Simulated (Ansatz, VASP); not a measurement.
**Two plane-wave programs on Cs3Ge2S3**

```
Cs Ge S
1.0
     3.74600    2.16275    6.43838
    -3.74600    2.16275    6.43838
     0.00000   -4.32551    6.43838
Cs Ge S
3 2 3
Direct
  0.50000 0.50000 0.50000
  0.09156 0.09156 0.09156
  0.90844 0.90844 0.90844
  0.28149 0.28149 0.28149
  0.71851 0.71851 0.71851
  0.50000 0.50000 0.00000
  0.00000 0.50000 0.50000
  0.50000 0.00000 0.50000
```

Change from the starting cell: species swapped into the K3Sb2Au3 type (R-3m, No. 166).

Alike in both runs: functional PBE; k mesh 3 × 3 × 3; occupations gaussian, width 0.1 eV; no spin polarisation.

Ansatz relaxed the structure, and its values are those at the end. VASP's run is a single point on that final structure, the one shown.

|  | VASP | Ansatz |
| --- | --- | --- |
| version | VASP 6.6.1 | Ansatz 0.2.0 |
| potentials or method | VASP PAW PBE potentials, release 64 (Cs_sv, Ge_d, S), cutoff 520 eV | scalar-relativistic, plane waves, PAW |
| valence electrons in the cell | 73 | 73 |

VASP gave:

```
gap on the k mesh at the Fermi level (eV) : none
pressure (GPa)                            : 0.1
rms of the force components (eV/Å)        : 0.014
```

Estimate Ansatz's values.

gap on the k mesh at the Fermi level (eV): none; pressure (GPa): 0.1; rms of the force components (eV/Å): 0.015.

A gap of «none» marks a metal or a gap that the smearing closes. The functional is the same, so the differences come from potentials, cutoffs and numerics.

Spin-orbit coupling is off throughout.
